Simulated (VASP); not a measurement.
# Zn (C2/m) in VASP: notebook

Zn is run at these levels: PBE; tasks: single point.

All numbers are computed with VASP 6.6.1; they aren't measurements. Logs are shortened: lines on timing, memory, paths and dates and some standing lists are left out, and cuts for length are marked.

**1. The cell of the first run**

The structure is monoclinic, space group C2/m (No. 12). The conventional cell has a = 6.457 Å, b = 3.484 Å, c = 8.151 Å, α = 90.00°, β = 105.31°, γ = 90.00°. Zn (site symmetry m) has 12 Zn at 3.28 to 3.67 Å within 4.3 Å. Within 4.3 Å of Zn (site symmetry 2/m) lie 12 Zn at 3.28 to 3.67 Å.

**2. Single point, PBE (Hg replaced by Zn, lengths x 0.955, strained)**

Contents of INCAR:

```
SYSTEM = Zn
ALGO = Normal ; EDIFF = 1E-6
ENCUT = 520 ; GGA = PE
ISIF = 2 ; ISMEAR = 0
LASPH = .True. ; LCHARG = .False.
LREAL = .False. ; LWAVE = .False.
NBANDS = 25 ; NELM = 100
PREC = Accurate ; SIGMA = 0.1
```

Contents of KPOINTS:

```
k-points
0
Gamma
  6 6 2
  0 0 0
```

Contents of POSCAR:

```
Zn
1.0
    3.2284165117     -1.7422315515      0.0014005240
    3.2284165117      1.7422315515      0.0014005240
   -2.1550137597      0.0000000000      7.8611953898
Zn
3
Direct
    0.7711332994      0.7711332994      0.3280095155
    0.2288667006      0.2288667006      0.6719904845
    0.0000000000      0.0000000000      0.0000000000
```

Potentials or basis: VASP PAW PBE potentials, release 64 (Zn).

Command:

```sh
> cat potpaw_PBE.64/Zn/POTCAR > POTCAR
> mpirun -np 1 vasp_std > vasp.out
```

OUTCAR:

```text
SYSTEM = Zn
   EDIFF = 1E-6
   ENCUT = 520
   GGA = PE
   ISIF = 2
   ISMEAR = 0
   LASPH = .True.
   LREAL = .False.
   NELM = 100
   PREC = Accurate

 ion  position               nearest neighbor table
   1  0.771  0.771  0.328-
   2  0.229  0.229  0.672-
   3  0.000  0.000  0.000-

  LATTYP: Found a base centered monoclinic cell.
 ALAT       =     6.4568336310
 B/A-ratio  =     0.5396550852
 C/A-ratio  =     1.2624183884
 COS(beta)  =    -0.2639607111

  Lattice vectors:

 A1 = (   3.2284165117,  -1.7422315515,   0.0014005240)
 A2 = (   3.2284165117,   1.7422315515,   0.0014005240)
 A3 = (  -2.1550137597,   0.0000000000,   7.8611953898)

Analysis of symmetry for initial positions (statically):
=====================================================================
 Subroutine PRICEL returns:
 Original cell was already a primitive cell.

 Routine SETGRP: Setting up the symmetry group for a
 base centered monoclinic supercell.

 Subroutine GETGRP returns: Found  4 space group operations
 (whereof  4 operations were pure point group operations)
 out of a pool of  4 trial point group operations.

The static configuration has the point symmetry C_2h.

Analysis of symmetry for dynamics (positions and initial velocities):
=====================================================================
 Subroutine PRICEL returns:
 Original cell was already a primitive cell.

 Routine SETGRP: Setting up the symmetry group for a
 base centered monoclinic supercell.

 Subroutine GETGRP returns: Found  4 space group operations
 (whereof  4 operations were pure point group operations)
 out of a pool of  4 trial point group operations.

The dynamic configuration has the point symmetry C_2h.

 Subroutine INISYM returns: Found  4 space group operations
 (whereof  4 operations are pure point group operations),
 and found     1 'primitive' translations

----------------------------------------------------------------------------------------

                                     Primitive cell

  volume of cell :      88.4434

  direct lattice vectors                    reciprocal lattice vectors
     3.228416512 -1.742231551  0.001400524     0.154856272 -0.286988259  0.042451228
     3.228416512  1.742231551  0.001400524     0.154856272  0.286988259  0.042451228
    -2.155013760  0.000000000  7.861195390    -0.000055177  0.000000000  0.127191991

  length of vectors
     3.668520944  3.668520944  8.151225507     0.328853817  0.328853817  0.127192003

  position of ions in fractional coordinates (direct lattice)
     0.771133299  0.771133299  0.328009515
     0.228866701  0.228866701  0.671990485
     0.000000000  0.000000000  0.000000000

  ion indices of the primitive-cell ions
   primitive index   ion index
                 1           1
                 2           2
                 3           3

----------------------------------------------------------------------------------------

 KPOINTS: k-points

Automatic generation of k-mesh.
 Grid dimensions read from file:
 generate k-points for:    6    6    2

 Generating k-lattice:

  Cartesian coordinates                     Fractional coordinates (reciprocal lattice)
     0.025809379 -0.047831377  0.007075205     0.166666667  0.000000000  0.000000000
     0.025809379  0.047831377  0.007075205     0.000000000  0.166666667  0.000000000
    -0.000027589  0.000000000  0.063595995     0.000000000  0.000000000  0.500000000

  Length of vectors
     0.054808969  0.054808969  0.063596001

  Shift w.r.t. Gamma in fractional coordinates (k-lattice)
     0.000000000  0.000000000  0.000000000

 Subroutine IBZKPT returns following result:
 ===========================================

 Found     26 irreducible k-points:

 Following reciprocal coordinates:
            Coordinates               Weight
  0.000000  0.000000  0.000000      1.000000
  0.166667 -0.000000  0.000000      4.000000
  0.333333  0.000000  0.000000      4.000000
  0.500000  0.000000  0.000000      2.000000
  0.166667  0.166667  0.000000      2.000000
  0.333333  0.166667  0.000000      4.000000
[... 16 lines left out ...]
  0.333333  0.333333  0.500000      2.000000
  0.500000  0.333333  0.500000      4.000000
 [... further k-points ...]
   k-points           NKPTS =     26   k-points in BZ     NKDIM =     26   number of bands    NBANDS=     25
   number of dos      NEDOS =    301   number of ions     NIONS =      3
   total plane-waves  NPLWV =  50176
   dimension x,y,z NGX =    28 NGY =   28 NGZ =   64
   dimension x,y,z NGXF=    56 NGYF=   56 NGZF=  128
   ions per type =               3
   NGX,Y,Z   is equivalent  to a cutoff of  12.69, 12.69, 13.05 a.u.
   NGXF,Y,Z  is equivalent  to a cutoff of  25.38, 25.38, 26.11 a.u.
 SYSTEM =  Zn
   PREC   = accura    normal or accurate (medium, high low for compatibility)
   ISTART =      0    job   : 0-new  1-cont  2-samecut
   ICHARG =      2    charge: 1-file 2-atom 10-const
   ISPIN  =      1    spin polarized calculation?
   LNONCOLLINEAR =      F non collinear calculations
   LSORBIT =      F    spin-orbit coupling
   LASPH  =      T    aspherical Exc in radial PAW
   ENCUT  =  520.0 eV  38.22 Ry    6.18 a.u.   6.82  6.82 15.16*2*pi/ulx,y,z
   NELM   =    100;   NELMIN=  2; NELMDL= -5     # of ELM steps
   EDIFF  = 0.1E-05   stopping-criterion for ELM
   LREAL  =      F    real-space projection
   EDIFFG = 0.1E-04   stopping-criterion for IOM
   NSW    =      0    number of steps for IOM
   IBRION =     -1    ionic relax: 0-MD 1-quasi-New 2-CG
   NFREE  =      0    steps in history (QN), initial steepest desc. (CG)
   ISIF   =      2    stress and relaxation
   ISYM   =      2    0-nonsym 1-usesym 2-fastsym
   POTIM  = 0.5000    time-step for ionic-motion
   TEBEG  =    0.0;   TEEND  =   0.0 temperature during run
   PSTRESS=    0.0 pullay stress
   NELECT =      36.0000    total number of electrons
   NUPDOWN=      -1.0000    fix difference up-down
   EMIN   =  10.00;   EMAX   =-10.00  energy-range for DOS
   EFERMI =   0.00;   METHOD = LEGACY
   ISMEAR =     0;   SIGMA  =   0.10  broadening in eV -4-tet -1-fermi 0-gaus
   EFERMI_NEDOS =   21; number of points for ismear=-14 and -15
   IALGO  =     38    algorithm
   IMIX   =      4    mixing-type and parameters
     AMIX     =   0.40;   BMIX     =  1.00
     AMIX_MAG =   1.60;   BMIX_MAG =  1.00
  volume/ion in A,a.u.               =      29.48       198.95
  Fermi-wavevector in a.u.,A,eV,Ry     =   1.213260  2.292728 20.027764  1.471999
  Thomas-Fermi vector in A             =   2.348717
   LORBIT       =      0    0 simple, 1 ext, 2 COOP (PROOUT), +10 PAW based schemes
   GGA     = PE    functional components
   LHFCALC =     F    Hartree Fock is set to
   AEXX    =    0.0000 exact exchange contribution
   IVDW    =     0    specifies the selected vdW correction
   LEPSILON=     F    determine dielectric tensor
   LRPA    =     F    only Hartree local field effects (RPA)
 non-spin polarized calculation
 Gauss-broadening in eV      SIGMA  =   0.10
  energy-cutoff  :      520.00
  volume of cell :       88.44
 maximum number of plane-waves:      2398
   NGX = 13   NGY = 13   NGZ = 31

 number of electron      35.9999993 magnetization

 Free energy of the ion-electron system (eV)
  ---------------------------------------------------
  ext. energy  EPLUGINS =         0.00000000
  ---------------------------------------------------
  free energy    TOTEN  =        -1.40467204 eV

  energy without entropy =       -1.40164998  energy(sigma->0) =       -1.40316101

 E-fermi :  -0.4607     XC(G=0):  -8.4387

 val. band max:       -0.5784172716   @ k =  -0.0000  -0.0000   0.5000
 cond. band min:      -0.4503946860   @ k =   0.5000   0.0000   0.0000
 fundamental gap:      0.1280225855
 Fermi energy:        -0.4606853888

 k-point     1 :       0.0000    0.0000    0.0000
  band No.  band energies     occupation
      1      -6.9916      2.00000
      2      -6.9732      2.00000
      3      -6.9657      2.00000
      4      -6.9423      2.00000
      5      -6.9310      2.00000
      6      -6.9283      2.00000
[... 17 lines left out ...]
     24       8.4391      0.00000
     25       8.7116      0.00000

 k-point     2 :       0.1667   -0.0000    0.0000
  band No.  band energies     occupation
      1      -6.9785      2.00000
      2      -6.9673      2.00000
      3      -6.9448      2.00000
      4      -6.9400      2.00000
      5      -6.9198      2.00000
      6      -6.9163      2.00000
[... 17 lines left out ...]
     24       6.8087      0.00000
     25       7.7547      0.00000

 k-point     3 :       0.3333    0.0000    0.0000
  band No.  band energies     occupation
      1      -7.0285      2.00000
      2      -6.9984      2.00000
      3      -6.9743      2.00000
      4      -6.9628      2.00000
      5      -6.9501      2.00000
      6      -6.9358      2.00000
[... 17 lines left out ...]
     24       5.5040      0.00000
     25       6.0414      0.00000

 k-point     4 :       0.5000    0.0000    0.0000
  band No.  band energies     occupation
      1      -7.0565      2.00000
      2      -7.0137      2.00000
      3      -6.9968      2.00000
      4      -6.9872      2.00000
      5      -6.9806      2.00000
      6      -6.9634      2.00000
[... 17 lines left out ...]
     24       5.2008      0.00000
     25       5.7025      0.00000
[... 477 lines left out ...]
 k-point    22 :      -0.1667    0.1667    0.5000
  band No.  band energies     occupation
      1      -7.0018      2.00000
      2      -6.9800      2.00000
      3      -6.9776      2.00000
      4      -6.9619      2.00000
      5      -6.9265      2.00000
      6      -6.9169      2.00000
[... 17 lines left out ...]
     24       6.3096      0.00000
     25       6.4066      0.00000

 k-point    23 :       0.3333    0.3333    0.5000
  band No.  band energies     occupation
      1      -7.0317      2.00000
      2      -7.0276      2.00000
      3      -6.9866      2.00000
      4      -6.9763      2.00000
      5      -6.9337      2.00000
      6      -6.9206      2.00000
[... 17 lines left out ...]
     24       6.7034      0.00000
     25       7.2499      0.00000

 k-point    24 :       0.5000    0.3333    0.5000
  band No.  band energies     occupation
      1      -7.0208      2.00000
      2      -6.9990      2.00000
      3      -6.9801      2.00000
      4      -6.9728      2.00000
      5      -6.9593      2.00000
      6      -6.9183      2.00000
[... 17 lines left out ...]
     24       4.5585      0.00000
     25       7.2931      0.00000

 [... further k-points ...]
[... 5 lines left out ...]
  --------------------------------------------------------------------------------------
  -------------------------------------------------------------------------------------
  Total       -2.4699851     -2.6099949     -3.4384388      0.0000000      0.0000000     -0.1628735
  in kB      -44.7444586    -47.2807747    -62.2882620      0.0000000      0.0000000     -2.9504976
  external PRESSURE =     -51.4378318 kB  Pullay stress =       0.0000000 kB

 VOLUME and BASIS-vectors are now :
 -----------------------------------------------------------------------------
  energy-cutoff  :      520.00
  volume of cell :       88.44
      direct lattice vectors                 reciprocal lattice vectors
     3.228416512 -1.742231551  0.001400524     0.154856272 -0.286988259  0.042451228
     3.228416512  1.742231551  0.001400524     0.154856272  0.286988259  0.042451228
    -2.155013760  0.000000000  7.861195390    -0.000055177  0.000000000  0.127191991

 POSITION                                       TOTAL-FORCE (eV/Angst)
 -----------------------------------------------------------------------------------
      4.27221      0.00000      2.58071         0.007395      0.000000     -0.003651
      0.02961      0.00000      5.28329        -0.007395      0.000000      0.003651
      0.00000      0.00000      0.00000        -0.000000      0.000000      0.000000
 -----------------------------------------------------------------------------------
    total drift:                                0.000000     -0.000000      0.000000

  FREE ENERGIE OF THE ION-ELECTRON SYSTEM (eV)
  ---------------------------------------------------
  free  energy   TOTEN  =        -1.4046720405 eV

  energy  without entropy=       -1.4016499763  energy(sigma->0) =       -1.40316101
```

Wall time 41 s (1 thread of Intel Xeon 6975P-C, shared host); peak memory 0.22 GiB.

What came out:

```yaml
Free_energy: -1.4047 eV
Pressure: -5.1 GPa
Largest_force: 0.008 eV/Å
Band_gap_on_the_k_mesh: zero (band 18 reaches -0.23 eV, above the bottom of band 19 at -0.97 eV)
```

Forces in eV/Å, atoms in the order of the input:
```
Zn   0.007  0.000 -0.004
Zn  -0.007  0.000  0.004
Zn   0.000  0.000  0.000
```

Stress tensor (GPa, compression positive):
```
-4.47  0.00 -0.30
 0.00 -4.73  0.00
-0.30  0.00 -6.23
```

Caveat: the k points lie up to 0.40 Å⁻¹ apart; the cell differs from its parent crystal (Hg replaced by Zn, lengths x 0.955, strained).

**3. Single point, PBE (Hg replaced by Zn, lengths x 0.955, strained)**

Contents of INCAR:

```
PREC = Accurate
ENCUT = 520
EDIFF = 1E-6
ISMEAR = 0
SIGMA = 0.1
LREAL = F
LASPH = T
NELM = 60
ALGO = Fast
ISIF = 2
LWAVE = F
LCHARG = F
GGA = PE
NBANDS = 25
```

Contents of KPOINTS:

```
Automatic mesh
0
Gamma
  14 14 6
```

POSCAR is that of step 2.

Potentials or basis: VASP PAW PBE potentials, release 64 (Zn).

Command:

```sh
> cat potpaw_PBE.64/Zn/POTCAR > POTCAR
> mpirun -np 1 vasp_std > vasp.out
```

OUTCAR:

```text
PREC = Accurate
   ENCUT = 520
   EDIFF = 1E-6
   ISMEAR = 0
   LREAL = F
   LASPH = T
   NELM = 60
   ISIF = 2
   GGA = PE

 ion  position               nearest neighbor table
   1  0.771  0.771  0.328-
   2  0.229  0.229  0.672-
   3  0.000  0.000  0.000-

  LATTYP: Found a base centered monoclinic cell.
 ALAT       =     6.4568336310
 B/A-ratio  =     0.5396550852
 C/A-ratio  =     1.2624183884
 COS(beta)  =    -0.2639607111

  Lattice vectors:

 A1 = (   3.2284165117,  -1.7422315515,   0.0014005240)
 A2 = (   3.2284165117,   1.7422315515,   0.0014005240)
 A3 = (  -2.1550137597,   0.0000000000,   7.8611953898)

Analysis of symmetry for initial positions (statically):
=====================================================================
 Subroutine PRICEL returns:
 Original cell was already a primitive cell.

 Routine SETGRP: Setting up the symmetry group for a
 base centered monoclinic supercell.

 Subroutine GETGRP returns: Found  4 space group operations
 (whereof  4 operations were pure point group operations)
 out of a pool of  4 trial point group operations.

The static configuration has the point symmetry C_2h.

Analysis of symmetry for dynamics (positions and initial velocities):
=====================================================================
 Subroutine PRICEL returns:
 Original cell was already a primitive cell.

 Routine SETGRP: Setting up the symmetry group for a
 base centered monoclinic supercell.

 Subroutine GETGRP returns: Found  4 space group operations
 (whereof  4 operations were pure point group operations)
 out of a pool of  4 trial point group operations.

[... 108 lines left out ...]
   ISIF   =      2    stress and relaxation
   ISYM   =      2    0-nonsym 1-usesym 2-fastsym
   POTIM  = 0.5000    time-step for ionic-motion
   TEBEG  =    0.0;   TEEND  =   0.0 temperature during run
   PSTRESS=    0.0 pullay stress
   NELECT =      36.0000    total number of electrons
   NUPDOWN=      -1.0000    fix difference up-down
   EMIN   =  10.00;   EMAX   =-10.00  energy-range for DOS
   EFERMI =   0.00;   METHOD = LEGACY
   ISMEAR =     0;   SIGMA  =   0.10  broadening in eV -4-tet -1-fermi 0-gaus
   EFERMI_NEDOS =   21; number of points for ismear=-14 and -15
   IALGO  =     68    algorithm
   IMIX   =      4    mixing-type and parameters
     AMIX     =   0.40;   BMIX     =  1.00
     AMIX_MAG =   1.60;   BMIX_MAG =  1.00
  volume/ion in A,a.u.               =      29.48       198.95
  Fermi-wavevector in a.u.,A,eV,Ry     =   1.213260  2.292728 20.027764  1.471999
  Thomas-Fermi vector in A             =   2.348717
   LORBIT       =      0    0 simple, 1 ext, 2 COOP (PROOUT), +10 PAW based schemes
   GGA     = PE    functional components
   LHFCALC =     F    Hartree Fock is set to
   AEXX    =    0.0000 exact exchange contribution
   IVDW    =     0    specifies the selected vdW correction
   LEPSILON=     F    determine dielectric tensor
   LRPA    =     F    only Hartree local field effects (RPA)
 non-spin polarized calculation
 RMM-DIIS sequential band-by-band and
 Gauss-broadening in eV      SIGMA  =   0.10
  energy-cutoff  :      520.00
  volume of cell :       88.44
 maximum number of plane-waves:      2405
   NGX = 13   NGY = 13   NGZ = 31

 number of electron      35.9999993 magnetization

 Free energy of the ion-electron system (eV)
  ---------------------------------------------------
  ext. energy  EPLUGINS =         0.00000000
  ---------------------------------------------------
  free energy    TOTEN  =        -1.42761321 eV

  energy without entropy =       -1.42296029  energy(sigma->0) =       -1.42528675

 E-fermi :  -0.4157     XC(G=0):  -8.4371

 val. band max:       -0.4228531415   @ k =   0.4286   0.1429   0.1667
 cond. band min:      -0.3869228268   @ k =  -0.4286   0.0000   0.1667
 fundamental gap:      0.0359303147
 Fermi energy:        -0.4156645407

 k-point     1 :       0.0000    0.0000    0.0000
  band No.  band energies     occupation
      1      -6.9910      2.00000
      2      -6.9635      2.00000
      3      -6.9627      2.00000
      4      -6.9355      2.00000
      5      -6.9274      2.00000
      6      -6.9172      2.00000
[... 661 lines left out ...]
     24       6.3388      0.00000
     25       7.2634      0.00000

 [... further k-points ...]
[... 5 lines left out ...]
  --------------------------------------------------------------------------------------
  -------------------------------------------------------------------------------------
  Total       -2.6024278     -2.8068300     -3.1031338      0.0000000      0.0000000     -0.0005043
  in kB      -47.1436942    -50.8464955    -56.2141199      0.0000000      0.0000000     -0.0091362
  external PRESSURE =     -51.4014365 kB  Pullay stress =       0.0000000 kB

 VOLUME and BASIS-vectors are now :
 -----------------------------------------------------------------------------
  energy-cutoff  :      520.00
  volume of cell :       88.44
      direct lattice vectors                 reciprocal lattice vectors
     3.228416512 -1.742231551  0.001400524     0.154856272 -0.286988259  0.042451228
     3.228416512  1.742231551  0.001400524     0.154856272  0.286988259  0.042451228
    -2.155013760  0.000000000  7.861195390    -0.000055177  0.000000000  0.127191991

 POSITION                                       TOTAL-FORCE (eV/Angst)
 -----------------------------------------------------------------------------------
      4.27221      0.00000      2.58071        -0.012809      0.000000      0.015959
      0.02961      0.00000      5.28329         0.012809      0.000000     -0.015959
      0.00000      0.00000      0.00000         0.000000      0.000000      0.000000
 -----------------------------------------------------------------------------------
    total drift:                                0.000000     -0.000000      0.000000

  FREE ENERGIE OF THE ION-ELECTRON SYSTEM (eV)
  ---------------------------------------------------
  free  energy   TOTEN  =        -1.4276132059 eV

  energy  without entropy=       -1.4229602882  energy(sigma->0) =       -1.42528675
```

It took 9.6 min on 1 thread of Intel Xeon 6975P-C, shared host; peak memory 0.62 GiB.

What came out:

```
Free energy            : -1.4276 eV
Pressure               : -5.1 GPa
Largest force          : 0.020 eV/Å
Band gap on the k mesh : zero (band 18 reaches -0.06 eV, above the bottom of band 19 at -0.97 eV)
```

Forces on the atoms (eV/Å):
```
Zn  -0.013  0.000  0.016
Zn   0.013  0.000 -0.016
Zn   0.000  0.000  0.000
```

Stress tensor (GPa, compression positive):
```
-4.71  0.00  0.00
 0.00 -5.08  0.00
 0.00  0.00 -5.62
```

Caveat: the cell differs from its parent crystal (Hg replaced by Zn, lengths x 0.955, strained).
